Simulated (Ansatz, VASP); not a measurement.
# Te in VASP and in Ansatz

```
Te
1.0
     3.15875    0.00000    0.00000
     0.00000    3.15875    0.00000
     0.00000    0.00000    3.15875
Te
1
Direct
  0.00000 0.00000 0.00000
```

Alike in both runs: task single point; functional PBE; k mesh 11 × 11 × 11; occupations fermi-dirac, width 0.1 eV; no spin polarisation.

|  | VASP | Ansatz |
| --- | --- | --- |
| version | VASP 6.6.1 | Ansatz 0.2.0 |
| potentials or method | VASP PAW PBE potentials, release 64 (Te), cutoff 520 eV | plane waves (420 eV) with PAW, scalar-relativistic |
| valence electrons in the cell | 6 | 16 |

|  | VASP | Ansatz | Ansatz less VASP |
| --- | --- | --- | --- |
| pressure (GPa) | 2.2 | 2.2 | +0.04 |

VASP's potentials hold 6 valence electrons a cell and Ansatz's 16, so a difference there can come from the potentials and not from the codes.

Neither program's run includes spin-orbit coupling.
